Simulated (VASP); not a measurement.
Hf: single point with PBEsol

The system is Hf.

```
Hf
1.0
    -0.01110    2.22000    2.22000
     2.22000   -0.01110    2.22000
     2.20890    2.20890    0.00000
Hf
1
Direct
  0.00000 0.00000 0.00000
```

| Quantity | Value |
| --- | --- |
| Program | VASP 6.6.1 |
| Task | single point |
| Functional | PBEsol |
| Potentials or basis | VASP PAW PBE potentials, release 64 (Hf_pv) |
| Cutoff | 520 eV |
| k mesh | 9 × 9 × 9 |
| Occupations | fermi-dirac, width 0.05 eV |
| Spin | no spin polarisation |
| Dipole correction | no |
| Further INCAR settings | ALGO = Normal; EDIFF = 1e-07; NBANDS = 11 |

```json
{
 "Pressure": "-1.3 GPa",
 "Band gap on the k mesh": "zero (band 5 reaches 6.05 eV, above the bottom of band 6 at 4.17 eV)"
}
```

Stress tensor (GPa, compression positive):
```
-1.34  0.57  0.00
 0.57 -1.34  0.00
 0.00  0.00 -1.35
```

Levels at points of the mesh, in eV from the Fermi level:
| k point | band 3 | band 4 | band 5 | band 6 | band 7 | band 8 |
| --- | --- | --- | --- | --- | --- | --- |
| (0.00, 0.00, 0.00) | -29.92 | -7.33 | 1.28 | 1.36 | 1.44 | 4.23 |

It took 51 s on 1 thread of AMD EPYC 7R13, on a shared host, peak memory 0.13 GiB.

Caveat: the PAW data sets were made with another functional, which shifts forces and pressure a little; spin-orbit coupling is left out, which moves the levels of the heavy elements.
